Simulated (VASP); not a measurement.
# LiMg (Pmma) in VASP: further runs

LiMg is run at these levels: LDA; tasks: single point.

Everything below comes from runs of VASP 6.6.1. Logs are shortened: lines on timing, memory, paths and dates and some standing lists are left out, and cuts for length are marked.

## (1) The cell of the first run

Symmetry: Pmma, No. 51, orthorhombic system. The conventional cell has a = 4.977 Å, b = 3.384 Å, c = 4.999 Å, α = 90.00°, β = 90.00°, γ = 90.00°. Li (site symmetry mm2) has 8 Mg at 3.01 to 3.02 Å and 6 Li at 3.38 to 3.58 Å within 4.0 Å. Mg (site symmetry mm2) has 8 Li at 3.01 to 3.02 Å and 6 Mg at 3.38 to 3.57 Å within 4.0 Å.

## (2) Single point, LDA

INCAR

```
PREC     = Accurate       # precision mode
ENCUT    = 520            # plane-wave cutoff, eV
EDIFF    = 1E-6           # SCF threshold, eV
ISMEAR   = -1             # smearing method
SIGMA    = 0.05           # smearing width, eV
LREAL    = F              # projectors in reciprocal space
LASPH    = T              # aspherical terms in the spheres
NELM     = 80             # most SCF steps
ALGO     = Normal         # electronic algorithm
ISIF     = 2              # what is computed and relaxed
LWAVE    = F              # write WAVECAR
LCHARG   = F              # write CHGCAR
NBANDS   = 13             # bands
```

KPOINTS

```
Automatic mesh
0
Gamma
  5 7 5
```

POSCAR

```
LiMg
1.0
    4.9772772820      0.0000000000      0.0000000000
    0.0000000000      3.3842056986      0.0000000000
    0.0000000000      0.0000000000      4.9988879721
Li Mg
2 2
Direct
    0.7500000000      0.0000000000      0.2571200000
    0.2500000000      0.0000000000      0.7428800000
    0.2500000000      0.5000000000      0.2438700000
    0.7500000000      0.5000000000      0.7561300000
```

Potentials or basis: VASP PAW LDA potentials, release 64 (Li_sv, Mg).

Launch:

```sh
$ cat potpaw_LDA.64/Li_sv/POTCAR potpaw_LDA.64/Mg/POTCAR > POTCAR
$ mpirun -np 1 vasp_std > vasp.out
```

OUTCAR:

```text
PREC = Accurate
   ENCUT = 520
   EDIFF = 1E-6
   ISMEAR = -1
   LREAL = F
   LASPH = T
   NELM = 80
   ISIF = 2

 ion  position               nearest neighbor table
   1  0.750  0.000  0.257-   3 3.01   3 3.01   3 3.01   3 3.01   4 3.01   4 3.01   4 3.02   4 3.02

   2  0.250  0.000  0.743-   4 3.01   4 3.01   4 3.01   4 3.01   3 3.01   3 3.01   3 3.02   3 3.02

   3  0.250  0.500  0.244-   1 3.01   1 3.01   1 3.01   1 3.01   2 3.01   2 3.01   2 3.02   2 3.02
                             4 3.48   4 3.48   4 3.57   4 3.57
   4  0.750  0.500  0.756-   2 3.01   2 3.01   2 3.01   2 3.01   1 3.01   1 3.01   1 3.02   1 3.02
                             3 3.48   3 3.48   3 3.57   3 3.57

  LATTYP: Found a simple orthorhombic cell.
 ALAT       =     3.3842056986
 B/A-ratio  =     1.4707372203
 C/A-ratio  =     1.4771229699

  Lattice vectors:

 A1 = (   0.0000000000,  -3.3842056986,   0.0000000000)
 A2 = (   4.9772772820,   0.0000000000,   0.0000000000)
 A3 = (   0.0000000000,   0.0000000000,   4.9988879721)

Analysis of symmetry for initial positions (statically):
=====================================================================
 Subroutine PRICEL returns:
 Original cell was already a primitive cell.

 Routine SETGRP: Setting up the symmetry group for a
 simple orthorhombic supercell.

 Subroutine GETGRP returns: Found  8 space group operations
 (whereof  4 operations were pure point group operations)
 out of a pool of  8 trial point group operations.

The static configuration has the point symmetry C_2h.
 The point group associated with its full space group is D_2h.

Analysis of symmetry for dynamics (positions and initial velocities):
=====================================================================
 Subroutine PRICEL returns:
 Original cell was already a primitive cell.

 Routine SETGRP: Setting up the symmetry group for a
 simple orthorhombic supercell.

 Subroutine GETGRP returns: Found  8 space group operations
 (whereof  4 operations were pure point group operations)
 out of a pool of  8 trial point group operations.

The dynamic configuration has the point symmetry C_2h.
 The point group associated with its full space group is D_2h.

 Subroutine INISYM returns: Found  8 space group operations
 (whereof  4 operations are pure point group operations),
 and found     1 'primitive' translations

----------------------------------------------------------------------------------------

                                     Primitive cell

  volume of cell :      84.2019

  direct lattice vectors                    reciprocal lattice vectors
     4.977277282  0.000000000  0.000000000     0.200913058  0.000000000  0.000000000
     0.000000000  3.384205699  0.000000000     0.000000000  0.295490313  0.000000000
     0.000000000  0.000000000  4.998887972     0.000000000  0.000000000  0.200044491

  length of vectors
     4.977277282  3.384205699  4.998887972     0.200913058  0.295490313  0.200044491

  position of ions in fractional coordinates (direct lattice)
     0.750000000  0.000000000  0.257120000
     0.250000000  0.000000000  0.742880000
     0.250000000  0.500000000  0.243870000
     0.750000000  0.500000000  0.756130000

  ion indices of the primitive-cell ions
   primitive index   ion index
                 1           1
                 2           2
                 3           3
                 4           4

----------------------------------------------------------------------------------------

 KPOINTS: Automatic mesh

Automatic generation of k-mesh.
 Grid dimensions read from file:
 generate k-points for:    5    7    5

 Generating k-lattice:

  Cartesian coordinates                     Fractional coordinates (reciprocal lattice)
     0.040182612  0.000000000  0.000000000     0.200000000  0.000000000  0.000000000
     0.000000000  0.042212902  0.000000000     0.000000000  0.142857143  0.000000000
     0.000000000  0.000000000  0.040008898     0.000000000  0.000000000  0.200000000

  Length of vectors
     0.040182612  0.042212902  0.040008898

  Shift w.r.t. Gamma in fractional coordinates (k-lattice)
     0.000000000  0.000000000  0.000000000

 Subroutine IBZKPT returns following result:
 ===========================================

 Found     36 irreducible k-points:

 Following reciprocal coordinates:
            Coordinates               Weight
  0.000000  0.000000  0.000000      1.000000
  0.200000  0.000000  0.000000      2.000000
  0.400000  0.000000  0.000000      2.000000
  0.000000  0.142857  0.000000      2.000000
  0.200000  0.142857  0.000000      4.000000
  0.400000  0.142857  0.000000      4.000000
[... 16 lines left out ...]
  0.200000  0.428571  0.200000      8.000000
  0.400000  0.428571  0.200000      8.000000
 [... further k-points ...]
   k-points           NKPTS =     36   k-points in BZ     NKDIM =     36   number of bands    NBANDS=     13
   number of dos      NEDOS =    301   number of ions     NIONS =      4
   total plane-waves  NPLWV =  44800
   dimension x,y,z NGX =    40 NGY =   28 NGZ =   40
   dimension x,y,z NGXF=    80 NGYF=   56 NGZF=   80
   ions per type =               2   2
   NGX,Y,Z   is equivalent  to a cutoff of  13.36, 13.75, 13.30 a.u.
   NGXF,Y,Z  is equivalent  to a cutoff of  26.72, 27.51, 26.61 a.u.
 SYSTEM =  unknown system
   PREC   = accura    normal or accurate (medium, high low for compatibility)
   ISTART =      0    job   : 0-new  1-cont  2-samecut
   ICHARG =      2    charge: 1-file 2-atom 10-const
   ISPIN  =      1    spin polarized calculation?
   LNONCOLLINEAR =      F non collinear calculations
   LSORBIT =      F    spin-orbit coupling
   LASPH  =      T    aspherical Exc in radial PAW
   ENCUT  =  520.0 eV  38.22 Ry    6.18 a.u.   9.25  6.29  9.29*2*pi/ulx,y,z
   NELM   =     80;   NELMIN=  2; NELMDL= -5     # of ELM steps
   EDIFF  = 0.1E-05   stopping-criterion for ELM
   LREAL  =      F    real-space projection
   EDIFFG = 0.1E-04   stopping-criterion for IOM
   NSW    =      0    number of steps for IOM
   IBRION =     -1    ionic relax: 0-MD 1-quasi-New 2-CG
   NFREE  =      0    steps in history (QN), initial steepest desc. (CG)
   ISIF   =      2    stress and relaxation
   ISYM   =      2    0-nonsym 1-usesym 2-fastsym
   POTIM  = 0.5000    time-step for ionic-motion
   TEBEG  =    0.0;   TEEND  =   0.0 temperature during run
   PSTRESS=    0.0 pullay stress
   NELECT =      10.0000    total number of electrons
   NUPDOWN=      -1.0000    fix difference up-down
   EMIN   =  10.00;   EMAX   =-10.00  energy-range for DOS
   EFERMI =   0.00;   METHOD = LEGACY
   ISMEAR =    -1;   SIGMA  =   0.05  broadening in eV -4-tet -1-fermi 0-gaus
   EFERMI_NEDOS =   21; number of points for ismear=-14 and -15
   IALGO  =     38    algorithm
   IMIX   =      4    mixing-type and parameters
     AMIX     =   0.40;   BMIX     =  1.00
     AMIX_MAG =   1.60;   BMIX_MAG =  1.00
  volume/ion in A,a.u.               =      21.05       142.06
  Fermi-wavevector in a.u.,A,eV,Ry     =   0.804700  1.520663  8.810352  0.647543
  Thomas-Fermi vector in A             =   1.912806
   LORBIT       =      0    0 simple, 1 ext, 2 COOP (PROOUT), +10 PAW based schemes
   GGA     = CA    functional components
   LHFCALC =     F    Hartree Fock is set to
   AEXX    =    0.0000 exact exchange contribution
   IVDW    =     0    specifies the selected vdW correction
   LEPSILON=     F    determine dielectric tensor
   LRPA    =     F    only Hartree local field effects (RPA)
 non-spin polarized calculation
  energy-cutoff  :      520.00
  volume of cell :       84.20
 maximum number of plane-waves:      2290
 NGX is ok and might be reduce to    40
   NGX = 19   NGY = 13   NGZ = 19

 number of electron      10.0000000 magnetization

 number of electron       9.9999993 magnetization

 Free energy of the ion-electron system (eV)
  ---------------------------------------------------
  ext. energy  EPLUGINS =         0.00000000
  ---------------------------------------------------
  free energy    TOTEN  =        -7.96410828 eV

  energy without entropy =       -7.94714109  energy(sigma->0) =       -7.95562469

 E-fermi :   1.6072     XC(G=0):  -8.0793

 val. band max:        1.6051310625   @ k =   0.2000   0.0000   0.4000
 cond. band min:       1.6597851507   @ k =   0.2000   0.4286   0.4000
 fundamental gap:      0.0546540881
 Fermi energy:         1.6072248134

 k-point     1 :       0.0000    0.0000    0.0000
  band No.  band energies     occupation
      1     -43.7970      2.00000
      2     -43.7944      2.00000
      3      -3.8863      2.00000
      4       0.8609      2.00000
      5       0.8943      2.00000
      6       1.4326      1.94091
      7       3.5569      0.00000
      8       6.0582      0.00000
      9       6.0960      0.00000
     10       7.0342      0.00000
     11       7.1520      0.00000
     12       7.5670      0.00000
     13      11.4683      0.00000

 k-point     2 :       0.2000    0.0000    0.0000
  band No.  band energies     occupation
      1     -43.7968      2.00000
      2     -43.7946      2.00000
      3      -3.6753      2.00000
      4      -0.5705      2.00000
      5       1.0890      1.99994
      6       2.5183      0.00000
      7       4.4516      0.00000
      8       4.5788      0.00000
      9       5.2131      0.00000
     10       7.2502      0.00000
     11       8.5623      0.00000
     12       9.1955      0.00000
     13      10.4091      0.00000

 k-point     3 :       0.4000    0.0000    0.0000
  band No.  band energies     occupation
      1     -43.7962      2.00000
      2     -43.7953      2.00000
      3      -3.0439      2.00000
      4      -1.9995      2.00000
      5       1.7723      0.07106
      6       2.8921      0.00000
      7       3.2850      0.00000
      8       4.1308      0.00000
      9       6.9915      0.00000
     10       7.8973      0.00000
     11       8.9681      0.00000
     12       9.8135      0.00000
     13      10.2393      0.00000

 k-point     4 :       0.0000    0.1429    0.0000
  band No.  band energies     occupation
      1     -43.7967      2.00000
      2     -43.7939      2.00000
      3      -3.6505      2.00000
      4       1.1139      1.99990
      5       1.1473      1.99980
      6       1.6948      0.29584
      7       3.5997      0.00000
      8       4.5723      0.00000
      9       6.2988      0.00000
     10       6.3344      0.00000
     11       7.4085      0.00000
     12       9.7574      0.00000
     13       9.9838      0.00000

 k-point     5 :       0.2000    0.1429    0.0000
  band No.  band energies     occupation
      1     -43.7964      2.00000
      2     -43.7942      2.00000
      3      -3.4384      2.00000
      4      -0.3213      2.00000
      5       1.3420      1.99011
      6       2.7124      0.00000
      7       4.4904      0.00000
      8       4.6041      0.00000
      9       4.7638      0.00000
     10       6.0785      0.00000
     11       8.5424      0.00000
     12       9.4339      0.00000
     13      10.2049      0.00000
[... 257 lines left out ...]
 k-point    22 :       0.0000    0.4286    0.2000
  band No.  band energies     occupation
      1     -43.7947      2.00000
      2     -43.7925      2.00000
      3      -1.6726      2.00000
      4       0.3706      2.00000
      5       1.5631      1.41470
      6       2.9446      0.00000
      7       3.3934      0.00000
      8       4.8877      0.00000
      9       5.1867      0.00000
     10       5.4100      0.00000
     11       6.7325      0.00000
     12       7.4296      0.00000
     13       7.6710      0.00000

 k-point    23 :       0.2000    0.4286    0.2000
  band No.  band energies     occupation
      1     -43.7945      2.00000
      2     -43.7927      2.00000
      3      -1.4473      2.00000
      4       0.5333      2.00000
      5       1.5336      1.62660
      6       1.9128      0.00443
      7       3.4855      0.00000
      8       4.0515      0.00000
      9       5.3782      0.00000
     10       6.2085      0.00000
     11       6.7271      0.00000
     12       7.0581      0.00000
     13       8.2157      0.00000

 k-point    24 :       0.4000    0.4286    0.2000
  band No.  band energies     occupation
      1     -43.7939      2.00000
      2     -43.7933      2.00000
      3      -0.7809      2.00000
      4       0.2914      2.00000
      5       1.0097      1.99999
      6       1.6602      0.51486
      7       3.1094      0.00000
      8       3.9605      0.00000
      9       4.5966      0.00000
     10       5.6479      0.00000
     11       7.2956      0.00000
     12       8.2026      0.00000
     13       8.5132      0.00000

 [... further k-points ...]

------------------------ aborting loop because EDIFF is reached ----------------------------------------

  FORCE on cell =-STRESS in cart. coord.  units (eV):
  Direction    XX          YY          ZZ          XY          YZ          ZX
  --------------------------------------------------------------------------------------
  -------------------------------------------------------------------------------------
  Total       -1.3723030     -1.2771115     -1.4919587      0.0000000      0.0000000      0.0000000
  in kB      -26.1119085    -24.3006231    -28.3886933      0.0000000      0.0000000      0.0000000
  external PRESSURE =     -26.2670750 kB  Pullay stress =       0.0000000 kB

 VOLUME and BASIS-vectors are now :
 -----------------------------------------------------------------------------
  energy-cutoff  :      520.00
  volume of cell :       84.20
      direct lattice vectors                 reciprocal lattice vectors
     4.977277282  0.000000000  0.000000000     0.200913058  0.000000000  0.000000000
     0.000000000  3.384205699  0.000000000     0.000000000  0.295490313  0.000000000
     0.000000000  0.000000000  4.998887972     0.000000000  0.000000000  0.200044491

 POSITION                                       TOTAL-FORCE (eV/Angst)
 -----------------------------------------------------------------------------------
      3.73296      0.00000      1.28531         0.000000     -0.000000     -0.016117
      1.24432      0.00000      3.71357        -0.000000     -0.000000      0.016117
      1.24432      1.69210      1.21908         0.000000      0.000000     -0.002263
      3.73296      1.69210      3.77981         0.000000     -0.000000      0.002263
 -----------------------------------------------------------------------------------
    total drift:                                0.000000     -0.000000     -0.000000

  FREE ENERGIE OF THE ION-ELECTRON SYSTEM (eV)
  ---------------------------------------------------
  free  energy   TOTEN  =        -7.9641082830 eV

  energy  without entropy=       -7.9471410881  energy(sigma->0) =       -7.95562469
```

Run time: 55 s. Hardware: 1 thread of Intel Xeon 8259CL, shared host; peak memory 0.18 GiB.

Results:

```yaml
Free_energy: -7.9641 eV
Largest_force: 0.016 eV/Å
Band_gap_on_the_k_mesh: zero (bands 5 and 6 overlap by 2.88 eV)
```

Forces on the atoms (eV/Å):
```
Li   0.000  0.000 -0.016
Li   0.000  0.000  0.016
Mg   0.000  0.000 -0.002
Mg   0.000  0.000  0.002
```

Caveat: the cutoff is under 1.25 times the usual one of these potentials, so pressure, stress and relaxed cells hold a basis-set (Pulay) error.

[end of part 1 of 2]
